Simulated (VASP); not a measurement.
Write the native input for VASP 6.6.1 that does the following.

```yaml
Task: single point
Functional: PBE
Potentials_or_basis: VASP PAW PBE potentials, release 64 (K_sv, Se, Sc_sv)
Cutoff: 520 eV
k_mesh: 6 × 4 × 2
Occupations: gaussian, width 0.01 eV
Spin: no spin polarisation
Dipole_correction: no
Further_INCAR_settings: ALGO = Normal; EDIFF = 1e-06; NBANDS = 42
```

The structure of KScSe2 lies in POSCAR:

```
KScSe2
1.0
    3.8510336936      0.0000000000      0.0000000000
    0.0000000000      5.8092810126      0.0000000000
    0.0000000000      0.0000000000      8.9986705228
K Se Sc
2 4 2
Direct
    0.0000000000      0.0000000000      0.8918243125
    0.5000000000      0.5000000000      0.1081756875
    0.0000000000      0.5000000000      0.8082447932
    0.5000000000      0.0000000000      0.1917552068
    0.0000000000      0.5000000000      0.4060193436
    0.5000000000      0.0000000000      0.5939806564
    0.0000000000      0.0000000000      0.3873383417
    0.5000000000      0.5000000000      0.6126616583
```

One way to write it, as run:

INCAR

```
SYSTEM = KScSe2
  PREC = Accurate
  ENCUT = 520
  EDIFF = 1E-6
  ISMEAR = 0
  SIGMA = 0.01
  LREAL = .False.
  LASPH = .True.
  NELM = 80
  ALGO = Normal
  ISIF = 2
  LWAVE = .False.
  LCHARG = .False.
  GGA = PE
  NBANDS = 42
```

KPOINTS

```
regular mesh
0
Gamma
  6 4 2
  0 0 0
```

Potentials or basis: VASP PAW PBE potentials, release 64 (K_sv, Se, Sc_sv).

Launch:

```console
$ cat potpaw_PBE.64/K_sv/POTCAR potpaw_PBE.64/Se/POTCAR potpaw_PBE.64/Sc_sv/POTCAR > POTCAR
$ mpirun -np 1 vasp_std > vasp.out
```

It gave:

The pressure is 3.5 GPa and the largest force is 0.355 eV/Å. The band gap on the k mesh is 1.28 eV (least direct gap 1.35 eV).

Caveat: the cell stands under pressure.

Run time: 4.9 min on 1 thread of Intel Xeon 8259CL (shared host), peak memory 0.42 GiB.
